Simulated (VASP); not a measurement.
# Se in VASP: settings compared, part 3 of 3

VASP 6.6.1. The steps go on from the part before.

**5. Single point, LDA**

INCAR reads:

```
SYSTEM = Se
  ALGO = Normal
  EDIFF = 1E-7
  ENCUT = 520
  GGA = CA
  ISIF = 2
  ISMEAR = 0
  ISYM = 0
  LASPH = .True.
  LCHARG = .False.
  LREAL = .False.
  LWAVE = .False.
  NBANDS = 9
  NELM = 100
  PREC = Accurate
  SIGMA = 0.1
```

KPOINTS reads:

```
k-points
0
Gamma
  11 8 11
  0 0 0
```

POSCAR reads:

```
Se
1.0
   -1.7034486149      1.7034486149      1.7034486149
    1.7034486149     -1.7034486149      1.7034486149
    1.7034486149      1.7034486149     -1.7034486149
Se
1
Direct
    0.0000000000      0.0000000000      0.0000000000
```

Potentials or basis: VASP PAW LDA potentials, release 64 (Se).

Started as:

```
$ cat potpaw_LDA.64/Se/POTCAR > POTCAR
$ mpirun -np 1 vasp_std > vasp.out
```

OUTCAR:

```text
SYSTEM = Se
   EDIFF = 1E-7
   ENCUT = 520
   GGA = CA
   ISIF = 2
   ISMEAR = 0
   ISYM = 0
   LASPH = .True.
   LREAL = .False.
   NELM = 100
   PREC = Accurate

 ion  position               nearest neighbor table
   1  0.000  0.000  0.000-

IMPORTANT INFORMATION: All symmetrisations will be switched off!
NOSYMM: (Re-)initialisation of all symmetry stuff for point group C_1.

----------------------------------------------------------------------------------------

                                     Primitive cell

  volume of cell :      19.7718

  direct lattice vectors                    reciprocal lattice vectors
    -1.703448615  1.703448615  1.703448615     0.000000000  0.293522209  0.293522209
     1.703448615 -1.703448615  1.703448615     0.293522209  0.000000000  0.293522209
     1.703448615  1.703448615 -1.703448615     0.293522209  0.293522209  0.000000000

  length of vectors
     2.950459549  2.950459549  2.950459549     0.415103089  0.415103089  0.415103089

  position of ions in fractional coordinates (direct lattice)
     0.000000000  0.000000000  0.000000000

  ion indices of the primitive-cell ions
   primitive index   ion index
                 1           1

----------------------------------------------------------------------------------------

 KPOINTS: k-points

Automatic generation of k-mesh.
 Grid dimensions read from file:
 generate k-points for:   11    8   11

 Generating k-lattice:

  Cartesian coordinates                     Fractional coordinates (reciprocal lattice)
     0.000000000  0.026683837  0.026683837     0.090909091  0.000000000  0.000000000
     0.036690276  0.000000000  0.036690276     0.000000000  0.125000000  0.000000000
     0.026683837  0.026683837  0.000000000     0.000000000  0.000000000  0.090909091

  Length of vectors
     0.037736644  0.051887886  0.037736644

  Shift w.r.t. Gamma in fractional coordinates (k-lattice)
     0.000000000  0.000000000  0.000000000

 -----------------------------------------------------------------------------
|                                                                             |
|           W    W    AA    RRRRR   N    N  II  N    N   GGGG   !!!           |
|           W    W   A  A   R    R  NN   N  II  NN   N  G    G  !!!           |
|           W    W  A    A  R    R  N N  N  II  N N  N  G       !!!           |
|           W WW W  AAAAAA  RRRRR   N  N N  II  N  N N  G  GGG   !            |
|           WW  WW  A    A  R   R   N   NN  II  N   NN  G    G                |
|           W    W  A    A  R    R  N    N  II  N    N   GGGG   !!!           |
|                                                                             |
|     Your reciprocal lattice and k-lattice belong to different lattice       |
|     classes:                                                                |
|                                                                             |
|        The reciprocal lattice is face-centered cubic,                       |
|        whereas your k-lattice is base-centered monoclinic.                  |
|                                                                             |
|     Results are often still useful ...                                      |
|                                                                             |
 -----------------------------------------------------------------------------

 WARNING: IBZKPT: internal override: KBLOWUP is changed to .FALSE.
      ... skipping the blow-up phase ...

 Subroutine IBZKPT returns following result:
 ===========================================

 Found    485 irreducible k-points:

 Following reciprocal coordinates:
            Coordinates               Weight
  0.000000  0.000000  0.000000      1.000000
  0.090909  0.000000  0.000000      2.000000
  0.181818  0.000000  0.000000      2.000000
  0.272727  0.000000  0.000000      2.000000
  0.363636  0.000000  0.000000      2.000000
  0.454545  0.000000  0.000000      2.000000
[... 16 lines left out ...]
  0.454545  0.250000  0.000000      2.000000
 -0.454545  0.250000  0.000000      2.000000
 [... further k-points ...]
   k-points           NKPTS =    485   k-points in BZ     NKDIM =    485   number of bands    NBANDS=      9
   number of dos      NEDOS =    301   number of ions     NIONS =      1
   total plane-waves  NPLWV =  13824
   dimension x,y,z NGX =    24 NGY =   24 NGZ =   24
   dimension x,y,z NGXF=    48 NGYF=   48 NGZF=   48
   ions per type =               1
   NGX,Y,Z   is equivalent  to a cutoff of  13.52, 13.52, 13.52 a.u.
   NGXF,Y,Z  is equivalent  to a cutoff of  27.05, 27.05, 27.05 a.u.
 SYSTEM =  Se
   PREC   = accura    normal or accurate (medium, high low for compatibility)
   ISTART =      0    job   : 0-new  1-cont  2-samecut
   ICHARG =      2    charge: 1-file 2-atom 10-const
   ISPIN  =      1    spin polarized calculation?
   LNONCOLLINEAR =      F non collinear calculations
   LSORBIT =      F    spin-orbit coupling
   LASPH  =      T    aspherical Exc in radial PAW
   ENCUT  =  520.0 eV  38.22 Ry    6.18 a.u.   5.49  5.49  5.49*2*pi/ulx,y,z
   NELM   =    100;   NELMIN=  2; NELMDL= -5     # of ELM steps
   EDIFF  = 0.1E-06   stopping-criterion for ELM
   LREAL  =      F    real-space projection
   EDIFFG = 0.1E-05   stopping-criterion for IOM
   NSW    =      0    number of steps for IOM
   IBRION =     -1    ionic relax: 0-MD 1-quasi-New 2-CG
   NFREE  =      0    steps in history (QN), initial steepest desc. (CG)
   ISIF   =      2    stress and relaxation
   ISYM   =      0    0-nonsym 1-usesym 2-fastsym
   POTIM  = 0.5000    time-step for ionic-motion
   TEBEG  =    0.0;   TEEND  =   0.0 temperature during run
   PSTRESS=    0.0 pullay stress
   NELECT =       6.0000    total number of electrons
   NUPDOWN=      -1.0000    fix difference up-down
   EMIN   =  10.00;   EMAX   =-10.00  energy-range for DOS
   EFERMI =   0.00;   METHOD = LEGACY
   ISMEAR =     0;   SIGMA  =   0.10  broadening in eV -4-tet -1-fermi 0-gaus
   EFERMI_NEDOS =   21; number of points for ismear=-14 and -15
   IALGO  =     38    algorithm
   IMIX   =      4    mixing-type and parameters
     AMIX     =   0.40;   BMIX     =  1.00
     AMIX_MAG =   1.60;   BMIX_MAG =  1.00
  volume/ion in A,a.u.               =      19.77       133.43
  Fermi-wavevector in a.u.,A,eV,Ry     =   1.100127  2.078939 16.466855  1.210280
  Thomas-Fermi vector in A             =   2.236533
   LORBIT       =      0    0 simple, 1 ext, 2 COOP (PROOUT), +10 PAW based schemes
   GGA     = CA    functional components
   LHFCALC =     F    Hartree Fock is set to
   AEXX    =    0.0000 exact exchange contribution
   IVDW    =     0    specifies the selected vdW correction
   LEPSILON=     F    determine dielectric tensor
   LRPA    =     F    only Hartree local field effects (RPA)
 non-spin polarized calculation
 Gauss-broadening in eV      SIGMA  =   0.10
  energy-cutoff  :      520.00
  volume of cell :       19.77
 maximum number of plane-waves:       555
 NGX is ok and might be reduce to    24
   NGX = 11   NGY = 11   NGZ = 11

 number of electron       5.9999998 magnetization

 Free energy of the ion-electron system (eV)
  ---------------------------------------------------
  ext. energy  EPLUGINS =         0.00000000
  ---------------------------------------------------
  free energy    TOTEN  =        -3.71266522 eV

  energy without entropy =       -3.70733533  energy(sigma->0) =       -3.71000028

 E-fermi :   5.9556     XC(G=0): -10.8976

 val. band max:        5.9215557007   @ k =   0.0909  -0.3750   0.3636
 cond. band min:       5.9613032427   @ k =   0.0000   0.5000   0.0000
 fundamental gap:      0.0397475420
 Fermi energy:         5.9556417380

 k-point     1 :       0.0000    0.0000    0.0000
  band No.  band energies     occupation
      1     -10.4427      2.00000
      2       8.9946      0.00000
      3       8.9974      0.00000
      4       9.0102      0.00000
      5      17.3132      0.00000
      6      18.4207      0.00000
      7      18.4288      0.00000
      8      18.4387      0.00000
      9      21.4206      0.00000
[... 265 lines left out ...]
 k-point    24 :      -0.4545    0.2500    0.0000
  band No.  band energies     occupation
      1      -7.4865      2.00000
      2       1.2047      2.00000
      3       4.0716      2.00000
      4       7.3430      0.00000
      5      14.8722      0.00000
      6      16.7719      0.00000
      7      20.7158      0.00000
      8      21.8831      0.00000
      9      25.5421      0.00000

 [... further k-points ...]

------------------------ aborting loop because EDIFF is reached ----------------------------------------

  FORCE on cell =-STRESS in cart. coord.  units (eV):
  Direction    XX          YY          ZZ          XY          YZ          ZX
  --------------------------------------------------------------------------------------
  -------------------------------------------------------------------------------------
  Total       -0.4705331     -0.4541813     -0.4705338      0.0320451      0.0320455     -0.0052151
  in kB      -38.1288454    -36.8038059    -38.1289022      2.5967208      2.5967552     -0.4225948
  external PRESSURE =     -37.6871845 kB  Pullay stress =       0.0000000 kB

 VOLUME and BASIS-vectors are now :
 -----------------------------------------------------------------------------
  energy-cutoff  :      520.00
  volume of cell :       19.77
      direct lattice vectors                 reciprocal lattice vectors
    -1.703448615  1.703448615  1.703448615     0.000000000  0.293522209  0.293522209
     1.703448615 -1.703448615  1.703448615     0.293522209  0.000000000  0.293522209
     1.703448615  1.703448615 -1.703448615     0.293522209  0.293522209  0.000000000

 POSITION                                       TOTAL-FORCE (eV/Angst)
 -----------------------------------------------------------------------------------
      0.00000      0.00000      0.00000         0.000000     -0.000000     -0.000000
 -----------------------------------------------------------------------------------
    total drift:                                0.000000     -0.000000     -0.000000

  FREE ENERGIE OF THE ION-ELECTRON SYSTEM (eV)
  ---------------------------------------------------
  free  energy   TOTEN  =        -3.7126652241 eV

  energy  without entropy=       -3.7073353310  energy(sigma->0) =       -3.71000028
```

OSZICAR:

```text
N       E                     dE             d eps       ncg     rms          rms(c)
DAV:   1     0.866048548526E+01    0.86605E+01   -0.28856E+03  8786   0.567E+02
DAV:   2    -0.344540054253E+01   -0.12106E+02   -0.11719E+02 12126   0.769E+01
DAV:   3    -0.371669776985E+01   -0.27130E+00   -0.26835E+00 10046   0.104E+01
DAV:   4    -0.371721616129E+01   -0.51839E-03   -0.51817E-03 11812   0.512E-01
DAV:   5    -0.371721655412E+01   -0.39283E-06   -0.39308E-06 10302   0.125E-02    0.339E+00
DAV:   6    -0.371373417203E+01    0.34824E-02   -0.36454E-03  9755   0.286E-01    0.199E+00
DAV:   7    -0.371270728874E+01    0.10269E-02   -0.52374E-03 10024   0.348E-01    0.842E-02
DAV:   8    -0.371266486170E+01    0.42427E-04   -0.17410E-04  9268   0.701E-02    0.858E-03
DAV:   9    -0.371266516456E+01   -0.30286E-06   -0.16568E-06 11712   0.103E-02    0.404E-03
DAV:  10    -0.371266522405E+01   -0.59492E-07   -0.16933E-07  8349   0.222E-03
   1 F= -.37126652E+01 E0= -.37100003E+01  d E =-.532989E-02
```

Run time: 80 s. Hardware: 1 thread of Intel Xeon 8259CL, shared host; peak memory 0.19 GiB.

What came out:

```
Free energy            : -3.7127 eV
Pressure               : -3.8 GPa
Band gap on the k mesh : zero (bands 3 and 4 overlap by 6.30 eV)
```

Caveat: the cell stands under tension.

**6. Single point, PBE**

This run uses another cell than the first one, of 19.97 Å³/atom.

INCAR reads:

```
SYSTEM = Se
ALGO = Normal
EDIFF = 1E-7
ENCUT = 520
GGA = PE
ISIF = 2
ISMEAR = 0
LASPH = .True.
LCHARG = .True.
LELF = .True.
LREAL = .False.
LVHAR = .True.
LWAVE = .False.
NBANDS = 9
NELM = 80
PREC = Accurate
SIGMA = 0.1
```

KPOINTS reads:

```
k-points
0
Gamma
  10 10 10
  0 0 0
```

POSCAR reads:

```
Se
1.0
   -1.7107084621      1.7161507518      1.6795721236
    1.7264900517     -1.7281268990      1.7073298604
    1.7038288422      1.7212472792     -1.6915482708
Se
1
Direct
    0.0000000000      0.0000000000      0.0000000000
```

Potentials or basis: VASP PAW PBE potentials, release 64 (Se).

Started as:

```
$ cat potpaw_PBE.64/Se/POTCAR > POTCAR
$ mpirun -np 1 vasp_std > vasp.out
```

Wall time 84 s (1 thread of Intel Xeon 8259CL, shared host); peak memory 0.21 GiB.

The run converged. Its results:

```
Free energy            : -2.8871 eV
Pressure               : 1.3 GPa
Band gap on the k mesh : zero (bands 3 and 4 overlap by 6.17 eV)
```

Stress tensor (GPa, compression positive):
```
 1.34 -0.21  0.47
-0.21  1.37 -0.34
 0.47 -0.34  1.28
```

Levels at points of the mesh, in eV from the Fermi level:
```
           k point  band 1  band 2  band 3  band 4  band 5  band 6  band 7
(0.00, 0.00, 0.00)  -16.17    3.07    3.18    3.24   11.47   12.35   12.61
(0.50, 0.00, 0.00)  -12.58   -6.64    0.06    2.23    6.94    8.37   17.55
(0.00, 0.50, 0.00)  -12.68   -6.65    0.17    2.26    7.04    8.35   17.80
(0.50, 0.50, 0.00)  -12.71   -6.68    0.26    2.42    7.19    8.61   17.45
(0.00, 0.00, 0.50)  -12.66   -6.68    0.20    2.40    7.12    8.61   17.37
(0.50, 0.00, 0.50)  -12.56   -6.64    0.03    2.19    6.90    8.33   17.58
(0.00, 0.50, 0.50)  -12.67   -6.66    0.17    2.27    7.05    8.38   17.72
(0.50, 0.50, 0.50)  -10.21   -3.28   -3.24   -2.99    4.08    4.20   22.62
```

**7. Summary**

```csv
level,potentials or basis,spin,fixed moment (μB),cell,k mesh,smearing,gap on the mesh (eV),pressure (GPa)
PBE,"VASP PAW PBE potentials, release 64 (Se)",collinear,4.0,"a = 2.950 Å, angles 109.5°, 1 atom",10 × 10 × 10,fermi-dirac 0.026 eV,-,71.4
PBE,"VASP PAW PBE potentials, release 64 (Se)",off,-,"a = 2.950 Å, angles 109.5°, 1 atom","8 × 8 × 8, shifted",gaussian 0.1 eV,none,2.3
LDA,"VASP PAW LDA potentials, release 64 (Se)",off,-,"a = 2.950 Å, angles 109.5°, 1 atom",11 × 8 × 11,gaussian 0.1 eV,none,-3.8
PBE,"VASP PAW PBE potentials, release 64 (Se)",off,-,"a = 2.948, b = 2.980, c = 2.954 Å, angles 109.4, 108.8, 110.3°, 1 atom",10 × 10 × 10,gaussian 0.1 eV,none,1.3
```

Alike in all rows: task single point; cutoff (eV) 520.

Caveats: the cell stands under pressure (at least some runs); the total moment is fixed, so each spin has its own Fermi level and the state may be an excited one (at least some runs); the cell stands under tension (at least some runs).

Absolute energies hang on the potentials; compare differences alone.

The gap in the log of VASP goes by the Fermi energy; the results here count the filled bands.